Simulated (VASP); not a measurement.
Here is a VASP 6.6.1 calculation.

POSCAR

```
HgF3
1.0
    0.0000000000      2.9008486234      2.9008486234
    2.9008486234      0.0000000000      2.9008486234
    2.9008486234      2.9008486234      0.0000000000
Hg F
1 3
Direct
    0.0000000000      0.0000000000      0.0000000000
    0.2500000000      0.2500000000      0.2500000000
    0.7500000000      0.7500000000      0.7500000000
    0.5000000000      0.5000000000      0.5000000000
```

Contents of INCAR.step1:

```
ALGO = Normal ; EDIFF = 1E-4
ENCUT = 520 ; GGA = PE
ISMEAR = -1 ; LASPH = True
LCHARG = False ; LREAL = False
LWAVE = True ; NBANDS = 24
NELM = 80 ; PREC = Accurate
SIGMA = 0.1
```

INCAR.step2

```
ALGO = Normal ; EDIFF = 1E-7
ENCUT = 520 ; ISIF = 2
ISMEAR = -1 ; ISTART = 1
LASPH = True ; LCHARG = True
LELF = True ; LMIXTAU = True
LREAL = False ; LVHAR = True
LWAVE = False ; METAGGA = R2SCAN
NBANDS = 24 ; NELM = 80
PREC = Accurate ; SIGMA = 0.1
```

KPOINTS

```
k-points
0
Gamma
  7 7 7
```

Potentials or basis: VASP PAW PBE potentials, release 64 (Hg, F).

Run with:

```sh
$ cat potpaw_PBE.64/Hg/POTCAR potpaw_PBE.64/F/POTCAR > POTCAR
$ cp INCAR.step1 INCAR
$ mpirun -np 1 vasp_std > vasp.out
$ cp INCAR.step2 INCAR
$ mpirun -np 1 vasp_std > vasp.out
```

(1) Estimate the pressure.

Answers

(1) -7.3 GPa.

Caveat: the PAW data sets were made with another functional, which shifts forces and pressure a little; an odd number of electrons without spin polarisation forces a metal; a magnetic or distorted state may lie lower.
